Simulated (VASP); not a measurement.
Write the native input for VASP 6.6.1 that does the following.

* Task: single point
* Functional: PBE
* Potentials or basis: VASP PAW PBE potentials, release 64 (Ti_sv)
* Cutoff: 520 eV
* k mesh: 18 × 18 × 10
* Occupations: gaussian, width 0.15 eV
* Spin: no spin polarisation
* Dipole correction: no
* Further INCAR settings: ALGO = Fast; EDIFF = 1e-07; NBANDS = 19

The structure of Ti lies in POSCAR:

```
Ti
1.0
    3.1859976892      0.0000000000      0.0000000000
   -1.5929988446      2.7591549353      0.0000000000
    0.0000000000      0.0000000000      4.8734400000
Ti
2
Direct
    0.3333333333      0.6666666667      0.2500000000
    0.6666666667      0.3333333333      0.7500000000
```

This cell differs from its parent crystal: strain +0.080 along x and y, +0.040 along z.

One way to write it, as run:

INCAR

```
SYSTEM = Ti
  ALGO = Fast
  EDIFF = 1E-7
  ENCUT = 520
  GGA = PE
  ISIF = 2
  ISMEAR = 0
  LASPH = .True.
  LCHARG = .True.
  LELF = .True.
  LREAL = .False.
  LVHAR = .True.
  LWAVE = .False.
  NBANDS = 19
  NELM = 60
  PREC = Accurate
  SIGMA = 0.15
```

KPOINTS

```
k-points
0
Gamma
  18 18 10
  0 0 0
```

Potentials or basis: VASP PAW PBE potentials, release 64 (Ti_sv).

Command:

```sh
$ cat potpaw_PBE.64/Ti_sv/POTCAR > POTCAR
$ mpirun -np 1 vasp_std > vasp.out
```

It gave:

* Pressure: -15.8 GPa
* Band gap on the k mesh: zero (bands 12 and 13 overlap by 0.90 eV)

Caveat: the cell differs from its parent crystal (strain +0.080 along x and y, +0.040 along z); the cell stands under tension.

Wall time 5.2 min on 1 thread of Intel(R) Xeon(R) Platinum 8488C (Sapphire Rapids) (shared host), peak memory 0.26 GiB.
